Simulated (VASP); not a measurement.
Write the native input for VASP 6.6.1 that does the following.

```yaml
Task: relaxation of cell and atoms
Functional: PBE
Potentials_or_basis: VASP PAW PBE potentials, release 64 (Na_pv, Bi_d, Au)
Cutoff: 600 eV
k_mesh: 8 × 8 × 8
Occupations: gaussian, width 0.1 eV
Spin: no spin polarisation
Dipole_correction: no
Further_INCAR_settings: ALGO = Normal; EDIFF = 1e-07; IBRION = 2; EDIFFG = -0.01; NSW = 100; ISIF = 3
```

The structure of Na3BiAu lies in POSCAR:

```
Na3BiAu
1.0
    5.4779775720      0.0000000000      0.0000000000
    0.0000000000      5.4779775720      0.0000000000
    0.0000000000      0.0000000000      5.4779775720
Na Bi Au
3 1 1
Direct
    0.5000000000      0.0000000000      0.0000000000
    0.0000000000      0.5000000000      0.0000000000
    0.0000000000      0.0000000000      0.5000000000
    0.5000000000      0.5000000000      0.5000000000
    0.0000000000      0.0000000000      0.0000000000
```

The cell was built from a structure type or drawn by symmetry, and may not be a known phase.

The input as run:

INCAR

```
ALGO     = Normal         # electronic algorithm
EDIFF    = 1E-7           # SCF threshold, eV
EDIFFG   = -0.01          # ionic threshold
ENCUT    = 600            # plane-wave cutoff, eV
GGA      = PE             # functional
IBRION   = 2              # ionic algorithm
ISIF     = 3              # what is computed and relaxed
ISMEAR   = 0              # smearing method
LASPH    = T              # aspherical terms in the spheres
LCHARG   = F              # write CHGCAR
LREAL    = F              # projectors in reciprocal space
LWAVE    = F              # write WAVECAR
NELM     = 100            # most SCF steps
NSW      = 100            # ionic steps
PREC     = Accurate       # precision mode
SIGMA    = 0.1            # smearing width, eV
```

KPOINTS

```
k-points
0
Gamma
  8 8 8
```

Potentials or basis: VASP PAW PBE potentials, release 64 (Na_pv, Bi_d, Au).

Command:

```sh
$ cat potpaw_PBE.64/Na_pv/POTCAR potpaw_PBE.64/Bi_d/POTCAR potpaw_PBE.64/Au/POTCAR > POTCAR
$ mpirun -np 1 vasp_std > vasp.out
```

It gave:

- Relaxed volume: 32.96 Å³/atom
- Relaxed cell: a = 5.483 Å, b = 5.483 Å, c = 5.483 Å, α = 90.00°, β = 90.00°, γ = 90.00°
- Space group after relaxing (to 0.1 Å): Pm-3m (No. 221)
- Energy gained by relaxing: 0.0 meV/atom
- Ionic steps: 2
- Pressure after relaxing: 0.0 GPa
- Band gap on the k mesh: zero (an odd number of electrons rules out a gap without spin polarisation)

Caveat: spin-orbit coupling is left out, which moves the levels of the heavy elements.

Wall time 5.6 min on 1 thread of Intel(R) Xeon(R) Platinum 8259CL CPU @ 2.50GHz (Skylake/Cascade Lake), with other jobs on the host, peak memory 0.47 GiB.
